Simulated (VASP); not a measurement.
# MgCd3O4 (P1) in VASP: single point with r2SCAN

Aim: the single point of MgCd3O4 with r2SCAN.

All numbers are computed with VASP 6.6.1; they aren't measurements. Logs are shortened: lines on timing, memory, paths and dates and some standing lists are left out, and cuts for length are marked.

## 1. The cell of the first run

The typed cell holds 64 atoms: a = 9.191 Å, b = 9.191 Å, c = 9.191 Å, α = 90.00°, β = 90.00°, γ = 90.00°.

## 2. Single point, r2SCAN

POSCAR reads:

```
MgCd3O4
1.0
    9.1908230000      0.0000000000      0.0000000000
    0.0000000000      9.1908230000      0.0000000000
    0.0000000000      0.0000000000      9.1908230000
O Cd Mg
32 24 8
Direct
    0.2486080000      0.9946920000      0.9824030000
    0.2481770000      0.9825960000      0.5128590000
    0.2469550000      0.5039640000      0.9822520000
    0.2375280000      0.5152720000      0.5111630000
    0.7499920000      0.9829630000      0.9993330000
    0.7528630000      0.9814010000      0.4999360000
    0.7520120000      0.5156190000      0.0117490000
    0.7634230000      0.5154210000      0.4910760000
    0.9980190000      0.2511380000      0.0004420000
    0.9996210000      0.2670270000      0.4991970000
    0.9833810000      0.7495590000      0.0024560000
    0.9974150000      0.7386630000      0.4973740000
    0.5017110000      0.2499940000      0.0016110000
    0.5016250000      0.2494170000      0.4978020000
    0.5140450000      0.7496930000      0.0164470000
    0.5055900000      0.7480090000      0.4868680000
    0.0018270000      0.0020770000      0.2507930000
    0.0156450000      0.0007580000      0.7485760000
    0.9914150000      0.5020000000      0.2627770000
    0.0121790000      0.5006160000      0.7363070000
    0.5001610000      0.9871940000      0.2496110000
    0.4833550000      0.9985980000      0.7491460000
    0.5114060000      0.5120110000      0.2516870000
    0.4830540000      0.4994090000      0.7484820000
    0.2527420000      0.2517820000      0.2494500000
    0.2500490000      0.2481590000      0.7468370000
    0.2660590000      0.7488740000      0.2639330000
    0.2509950000      0.7485420000      0.7363780000
    0.7487710000      0.2679180000      0.2503320000
    0.7486990000      0.2505110000      0.7504330000
    0.7386940000      0.7387870000      0.2519930000
    0.7464520000      0.7477390000      0.7445020000
    0.9996000000      0.9984100000      0.9979030000
    0.0013710000      0.9967940000      0.5012670000
    0.9987920000      0.5022990000      0.9995730000
    0.4994800000      0.9965530000      0.9992120000
    0.4989240000      0.9949270000      0.4998830000
    0.5009370000      0.5031250000      0.0010130000
    0.5001030000      0.5034190000      0.4994020000
    0.2498840000      0.2498300000      0.9954630000
    0.2484700000      0.2525830000      0.5016490000
    0.2527990000      0.7494190000      0.9991980000
    0.7499280000      0.2529110000      0.0021070000
    0.7522460000      0.2554920000      0.4984190000
    0.2522760000      0.9967220000      0.2521060000
    0.2504080000      0.5036850000      0.2541600000
    0.7489070000      0.9955600000      0.2503560000
    0.7494840000      0.9962070000      0.7496020000
    0.7520350000      0.5028210000      0.7484250000
    0.9990840000      0.2544480000      0.2512740000
    0.0024550000      0.2519070000      0.7480810000
    0.9981640000      0.7485290000      0.2520040000
    0.9997020000      0.7492390000      0.7478220000
    0.5021260000      0.2523920000      0.2498510000
    0.4968300000      0.2494840000      0.7495450000
    0.4988440000      0.7490360000      0.7484970000
    0.0000690000      0.5065530000      0.4998670000
    0.2495340000      0.7474370000      0.5014070000
    0.7468170000      0.7471110000      0.0111760000
    0.7495840000      0.7450430000      0.4942970000
    0.2495600000      0.9940380000      0.7457690000
    0.2465230000      0.5066710000      0.7433900000
    0.7505870000      0.5075880000      0.2537130000
    0.5047950000      0.7469190000      0.2534730000
```

INCAR.step1 reads:

```
  ALGO = Normal
  EDIFF = 1E-5
  ENCUT = 660
  GGA = PE
  GGA_COMPAT = F
  ISMEAR = -1
  LASPH = T
  LCHARG = F
  LREAL = Auto
  LWAVE = T
  NBANDS = 286
  NELM = 120
  PREC = Accurate
  SIGMA = 0.05
```

INCAR.step2 reads:

```
  ALGO = Normal
  EDIFF = 1E-6
  ENCUT = 660
  GGA_COMPAT = F
  ISIF = 2
  ISMEAR = -1
  ISTART = 1
  LASPH = T
  LCHARG = T
  LELF = T
  LMIXTAU = T
  LREAL = Auto
  LVHAR = T
  LWAVE = F
  METAGGA = R2SCAN
  NBANDS = 286
  NELM = 120
  PREC = Accurate
  SIGMA = 0.05
```

KPOINTS reads:

```
k-points
0
Gamma
  1 1 1
```

Potentials or basis: VASP PAW PBE potentials, release 64 (O, Cd, Mg).

Started as:

```sh
> cat potpaw_PBE.64/O/POTCAR potpaw_PBE.64/Cd/POTCAR potpaw_PBE.64/Mg/POTCAR > POTCAR
> cp INCAR.step1 INCAR
> mpirun -np 1 vasp_gam > vasp.out
> cp INCAR.step2 INCAR
> mpirun -np 1 vasp_gam > vasp.out
```

OUTCAR:

```text
EDIFF = 1E-6
   ENCUT = 660
   ISIF = 2
   ISMEAR = -1
   ISTART = 1
   LASPH = T
   LREAL = Auto
   METAGGA = R2SCAN
   NELM = 120
   PREC = Accurate

 ion  position               nearest neighbor table
   1  0.249  0.995  0.982-  61 2.17  42 2.26  33 2.29  36 2.31  40 2.35  45 2.48
   2  0.248  0.983  0.513-  61 2.14  58 2.16  34 2.27  37 2.31  45 2.40  41 2.48
   3  0.247  0.504  0.982-  62 2.20  42 2.26  35 2.29  40 2.34  38 2.34  46 2.50
   4  0.238  0.515  0.511-  62 2.14  58 2.14  57 2.19  46 2.37  41 2.42  39 2.42
   5  0.750  0.983  0.999-  59 2.17  48 2.30  33 2.30  36 2.31  47 2.31  43 2.48
   6  0.753  0.981  0.500-  60 2.17  34 2.29  47 2.30  48 2.30  37 2.34  44 2.52
[... 76 lines left out ...]
  58  0.250  0.747  0.501-   4 2.14  28 2.16   2 2.16  27 2.19  12 2.32  16 2.36  62 3.14  57 3.19
                            61 3.19  46 3.19  39 3.21  53 3.23  56 3.23  37 3.23  34 3.23  45 3.24
  59  0.747  0.747  0.011-   7 2.13  15 2.14   5 2.17  11 2.18  31 2.22  32 2.45  63 3.13  64 3.15
                            47 3.17  38 3.18  52 3.20  36 3.23  35 3.23  33 3.28  49 3.30  48 3.32
  60  0.750  0.745  0.494-   8 2.11   6 2.17  31 2.23  16 2.24  12 2.28  32 2.30  63 3.11  64 3.16
                            57 3.18  52 3.19  39 3.19  47 3.21  49 3.23  37 3.25  34 3.27  53 3.27
  61  0.250  0.994  0.746-   2 2.14  22 2.15  18 2.15   1 2.17  28 2.26  26 2.34  58 3.19  34 3.20
                            56 3.21  53 3.21  37 3.22  42 3.24  33 3.26  55 3.27  41 3.27  36 3.27
  62  0.247  0.507  0.743-   4 2.14  20 2.16  24 2.18   3 2.20  28 2.22  26 2.38  58 3.14  53 3.18
                            57 3.18  56 3.22  41 3.22  39 3.23  42 3.24  51 3.24  35 3.28  55 3.30
  63  0.751  0.508  0.254-  31 2.13   8 2.19  23 2.20  29 2.20  19 2.22   7 2.23  60 3.11  59 3.13
                            64 3.15  52 3.18  57 3.22  39 3.22  44 3.23  50 3.26  38 3.27  35 3.27
  64  0.505  0.747  0.253-  16 2.15  31 2.15  23 2.16  15 2.18  27 2.20  21 2.21  59 3.15  63 3.15
                            60 3.16  39 3.18  47 3.20  37 3.21  38 3.23  46 3.23  45 3.26  58 3.27

  LATTYP: Found a simple cubic cell.
 ALAT       =     9.1908230000

  Lattice vectors:

 A1 = (   9.1908230000,   0.0000000000,   0.0000000000)
 A2 = (   0.0000000000,   9.1908230000,   0.0000000000)
 A3 = (   0.0000000000,   0.0000000000,   9.1908230000)

Analysis of symmetry for initial positions (statically):
=====================================================================
 Subroutine PRICEL returns:
 Original cell was already a primitive cell.

 Routine SETGRP: Setting up the symmetry group for a
 simple cubic supercell.

 Subroutine GETGRP returns: Found  1 space group operations
 (whereof  1 operations were pure point group operations)
 out of a pool of 48 trial point group operations.

The static configuration has the point symmetry C_1 .

Analysis of symmetry for dynamics (positions and initial velocities):
=====================================================================
 Subroutine PRICEL returns:
 Original cell was already a primitive cell.

 Routine SETGRP: Setting up the symmetry group for a
 simple cubic supercell.

 Subroutine GETGRP returns: Found  1 space group operations
 (whereof  1 operations were pure point group operations)
 out of a pool of 48 trial point group operations.

The dynamic configuration has the point symmetry C_1 .

 Subroutine INISYM returns: Found  1 space group operations
 (whereof  1 operations are pure point group operations),
 and found     1 'primitive' translations

----------------------------------------------------------------------------------------

                                     Primitive cell

  volume of cell :     776.3601

  direct lattice vectors                    reciprocal lattice vectors
     9.190823000  0.000000000  0.000000000     0.108804184  0.000000000  0.000000000
     0.000000000  9.190823000  0.000000000     0.000000000  0.108804184  0.000000000
     0.000000000  0.000000000  9.190823000     0.000000000  0.000000000  0.108804184

  length of vectors
     9.190823000  9.190823000  9.190823000     0.108804184  0.108804184  0.108804184

[... 145 lines left out ...]
     0.000000000  0.108804184  0.000000000     0.000000000  1.000000000  0.000000000
     0.000000000  0.000000000  0.108804184     0.000000000  0.000000000  1.000000000

  Length of vectors
     0.108804184  0.108804184  0.108804184

  Shift w.r.t. Gamma in fractional coordinates (k-lattice)
     0.000000000  0.000000000  0.000000000

 Subroutine IBZKPT returns following result:
 ===========================================

 Found      1 irreducible k-points:

 Following reciprocal coordinates:
            Coordinates               Weight
  0.000000  0.000000  0.000000      1.000000
   k-points           NKPTS =      1   k-points in BZ     NKDIM =      1   number of bands    NBANDS=    286
   number of dos      NEDOS =    301   number of ions     NIONS =     64
   total plane-waves  NPLWV = 512000
   dimension x,y,z NGX =    80 NGY =   80 NGZ =   80
   dimension x,y,z NGXF=   160 NGYF=  160 NGZF=  160
   ions per type =              32  24   8
   NGX,Y,Z   is equivalent  to a cutoff of  14.47, 14.47, 14.47 a.u.
   NGXF,Y,Z  is equivalent  to a cutoff of  28.94, 28.94, 28.94 a.u.
 SYSTEM =  unknown system
   PREC   = accura    normal or accurate (medium, high low for compatibility)
   ISTART =      1    job   : 0-new  1-cont  2-samecut
   ICHARG =      0    charge: 1-file 2-atom 10-const
   ISPIN  =      1    spin polarized calculation?
   LNONCOLLINEAR =      F non collinear calculations
   LSORBIT =      F    spin-orbit coupling
   LASPH  =      T    aspherical Exc in radial PAW
   ENCUT  =  660.0 eV  48.51 Ry    6.96 a.u.  19.25 19.25 19.25*2*pi/ulx,y,z
   NELM   =    120;   NELMIN=  2; NELMDL=  0     # of ELM steps
   EDIFF  = 0.1E-05   stopping-criterion for ELM
   LREAL  =      T    real-space projection
   EDIFFG = 0.1E-04   stopping-criterion for IOM
   NSW    =      0    number of steps for IOM
   IBRION =     -1    ionic relax: 0-MD 1-quasi-New 2-CG
   NFREE  =      0    steps in history (QN), initial steepest desc. (CG)
   ISIF   =      2    stress and relaxation
   ISYM   =      2    0-nonsym 1-usesym 2-fastsym
   POTIM  = 0.5000    time-step for ionic-motion
   TEBEG  =    0.0;   TEEND  =   0.0 temperature during run
   PSTRESS=    0.0 pullay stress
   NELECT =     496.0000    total number of electrons
   NUPDOWN=      -1.0000    fix difference up-down
   EMIN   =  10.00;   EMAX   =-10.00  energy-range for DOS
   EFERMI =   0.00;   METHOD = LEGACY
   ISMEAR =    -1;   SIGMA  =   0.05  broadening in eV -4-tet -1-fermi 0-gaus
   EFERMI_NEDOS =   21; number of points for ismear=-14 and -15
   IALGO  =     38    algorithm
   IMIX   =      4    mixing-type and parameters
     AMIX     =   0.40;   BMIX     =  1.00
     AMIX_MAG =   1.60;   BMIX_MAG =  1.00
  volume/ion in A,a.u.               =      12.13        81.86
  Fermi-wavevector in a.u.,A,eV,Ry     =   1.409984  2.664484 27.049146  1.988056
  Thomas-Fermi vector in A             =   2.531985
   LORBIT       =      0    0 simple, 1 ext, 2 COOP (PROOUT), +10 PAW based schemes
   METAGGA = R2SCAN    functional components
   LHFCALC =     F    Hartree Fock is set to
   AEXX    =    0.0000 exact exchange contribution
   IVDW    =     0    specifies the selected vdW correction
   LEPSILON=     F    determine dielectric tensor
   LRPA    =     F    only Hartree local field effects (RPA)
 non-spin polarized calculation
  energy-cutoff  :      660.00
  volume of cell :      776.36
 maximum number of plane-waves:     14928
 NGX is ok and might be reduce to    80
   NGX = 39   NGY = 39   NGZ = 39

 number of electron     495.9999987 magnetization

 Free energy of the ion-electron system (eV)
  ---------------------------------------------------
  ext. energy  EPLUGINS =         0.00000000
  ---------------------------------------------------
  free energy    TOTEN  =      -810.40458030 eV

  energy without entropy =     -810.39169845  energy(sigma->0) =     -810.39813938

 E-fermi :   2.6368     XC(G=0): -12.1450

 val. band max:        2.3605298217   @ k =   0.0000   0.0000   0.0000
 cond. band min:       2.8654471586   @ k =   0.0000   0.0000   0.0000
 fundamental gap:      0.5049173369
 Fermi energy:         2.6367981471

 k-point     1 :       0.0000    0.0000    0.0000
  band No.  band energies     occupation
      1     -16.3821      2.00000
      2     -16.0623      2.00000
      3     -16.0322      2.00000
      4     -15.9850      2.00000
      5     -15.9695      2.00000
      6     -15.9091      2.00000
[... 252 lines left out ...]
    259       7.4230      0.00000
    260       7.4330      0.00000
 [bands above 260 left out]

------------------------ aborting loop because EDIFF is reached ----------------------------------------

  FORCE on cell =-STRESS in cart. coord.  units (eV):
  Direction    XX          YY          ZZ          XY          YZ          ZX
  --------------------------------------------------------------------------------------
  -------------------------------------------------------------------------------------
  Total       10.7460931      9.9091380     10.6764416      0.6243438      0.0805102     -0.4976305
  in kB       22.1767538     20.4495263     22.0330137      1.2884606      0.1661493     -1.0269620
  external PRESSURE =      21.5530979 kB  Pullay stress =       0.0000000 kB

 VOLUME and BASIS-vectors are now :
 -----------------------------------------------------------------------------
  energy-cutoff  :      660.00
  volume of cell :      776.36
      direct lattice vectors                 reciprocal lattice vectors
     9.190823000  0.000000000  0.000000000     0.108804184  0.000000000  0.000000000
     0.000000000  9.190823000  0.000000000     0.000000000  0.108804184  0.000000000
     0.000000000  0.000000000  9.190823000     0.000000000  0.000000000  0.108804184

 POSITION                                       TOTAL-FORCE (eV/Angst)
 -----------------------------------------------------------------------------------
      2.28491      9.14204      9.02909         0.018935      0.026389     -0.122214
      2.28095      9.03087      4.71360        -0.001370     -0.116247      0.139797
      2.26972      4.63184      9.02770         0.007123     -0.007255     -0.105423
      2.18308      4.73577      4.69801        -0.121415      0.113687      0.107955
      6.89304      9.03424      9.18469         0.023981     -0.112394     -0.002391
      6.91943      9.01988      4.59482         0.012233     -0.101121      0.024351
[... 56 lines left out ...]
      6.89851      4.66515      2.33183        -0.006696      0.091639      0.025821
      4.63948      6.86480      2.32963         0.075983     -0.034436      0.023313
 -----------------------------------------------------------------------------------
    total drift:                                0.022433      0.009120     -0.038310

  FREE ENERGIE OF THE ION-ELECTRON SYSTEM (eV)
  ---------------------------------------------------
  free  energy   TOTEN  =      -810.4045803043 eV

  energy  without entropy=     -810.3916984501  energy(sigma->0) =     -810.39813938
```

Wall time 23 min (1 thread of Intel Xeon Platinum 8259CL at 2.50GHz (Skylake/Cascade Lake), shared host); peak memory 1.2 GiB.

Results:

* Free energy: -810.4046 eV
* Pressure: 2.2 GPa
* Largest force: 0.198 eV/Å

Forces on the atoms (eV/Å):
```
O    0.019  0.026 -0.122
O   -0.001 -0.116  0.140
O    0.007 -0.007 -0.105
O   -0.121  0.114  0.108
O    0.024 -0.112 -0.002
O    0.012 -0.101  0.024
O   -0.032  0.107  0.062
O    0.091  0.106 -0.113
O   -0.010 -0.005  0.007
O   -0.021  0.097 -0.017
O   -0.123  0.029  0.013
O    0.014 -0.114  0.022
O    0.000 -0.026  0.003
O    0.003 -0.001  0.003
O    0.112 -0.033  0.096
O    0.049  0.026 -0.119
O    0.007  0.027 -0.016
O    0.134  0.018 -0.007
O   -0.103 -0.026  0.111
O    0.135 -0.017 -0.106
O    0.003 -0.079  0.006
O   -0.146  0.048  0.034
O    0.074  0.083 -0.036
O   -0.124 -0.008  0.023
O   -0.008 -0.011 -0.013
O    0.010 -0.006  0.020
O    0.089 -0.021  0.072
O    0.017  0.010 -0.099
O   -0.016  0.107 -0.023
O   -0.006 -0.006  0.003
O   -0.088 -0.095  0.043
O    0.008  0.006 -0.010
Cd   0.004  0.000 -0.013
Cd   0.009 -0.017  0.013
Cd  -0.012 -0.003 -0.002
Cd  -0.003 -0.013  0.000
Cd  -0.005 -0.021  0.003
Cd   0.008  0.010  0.012
Cd   0.002  0.019 -0.013
Cd  -0.001 -0.009 -0.028
Cd  -0.009  0.006  0.017
Cd   0.010  0.016 -0.021
Cd   0.004  0.009  0.007
Cd   0.012  0.015 -0.006
Cd   0.015 -0.012  0.010
Cd   0.003 -0.004  0.014
Cd  -0.007 -0.036 -0.011
Cd   0.001 -0.022  0.007
Cd   0.011  0.004 -0.003
Cd  -0.010  0.013  0.007
Cd   0.020  0.003 -0.009
Cd  -0.033 -0.010  0.013
Cd   0.005 -0.006 -0.016
Cd   0.000  0.000 -0.003
Cd  -0.022 -0.011  0.000
Cd  -0.014  0.013 -0.001
Mg  -0.005  0.067  0.003
Mg  -0.014 -0.016  0.039
Mg  -0.019 -0.022  0.088
Mg  -0.003 -0.063 -0.067
Mg   0.003 -0.032 -0.027
Mg  -0.031  0.045 -0.061
Mg  -0.007  0.092  0.026
Mg   0.076 -0.034  0.023
```

Stress tensor (GPa, compression positive):
```
 2.22  0.13 -0.10
 0.13  2.04  0.02
-0.10  0.02  2.20
```

Caveat: the k points lie up to 0.68 Å⁻¹ apart; the PAW data sets were made with another functional, which shifts forces and pressure a little.
